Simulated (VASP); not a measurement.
Write the native input for VASP 6.6.1 that does the following.

```yaml
Task: single point
Functional: PBE
Dispersion: D4
Potentials_or_basis: VASP PAW PBE potentials, release 64 (In_d, P)
Cutoff: 520 eV
k_mesh: 8 × 8 × 8
Occupations: gaussian, width 0.05 eV
Spin: no spin polarisation
Dipole_correction: no
Further_INCAR_settings: ALGO = Normal; EDIFF = 1e-07; NBANDS = 16
```

The structure of InP lies in POSCAR:

```
InP
1.0
    0.0000000000      2.9651649155      2.9651649155
    2.9651649155      0.0000000000      2.9651649155
    2.9651649155      2.9651649155      0.0000000000
In P
1 1
Direct
    0.0000000000      0.0000000000      0.0000000000
    0.7500000000      0.7500000000      0.7500000000
```

The input as run:

INCAR

```
SYSTEM = InP
PREC = Accurate ; ENCUT = 520
EDIFF = 1E-7 ; ISMEAR = 0
SIGMA = 0.05 ; LREAL = .FALSE.
LASPH = .TRUE. ; NELM = 80
ALGO = Normal ; ISIF = 2
LWAVE = .FALSE. ; LCHARG = .FALSE.
GGA = PE ; IVDW = 13
NBANDS = 16
```

KPOINTS

```
Automatic mesh
0
G
  8 8 8
  0 0 0
```

Potentials or basis: VASP PAW PBE potentials, release 64 (In_d, P).

Command:

```bash
$ cat potpaw_PBE.64/In_d/POTCAR potpaw_PBE.64/P/POTCAR > POTCAR
$ mpirun -np 1 vasp_std > vasp.out
```

It gave:

```
Pressure                   : -1.3 GPa
Band gap on the k mesh     : 0.52 eV
Dispersion energy per atom : -0.325 eV
```

Caveat: spin-orbit coupling is left out, which moves the levels of the heavy elements.

It took 30 s on 1 thread of Intel Xeon 8259CL, on a shared host, peak memory 0.18 GiB.
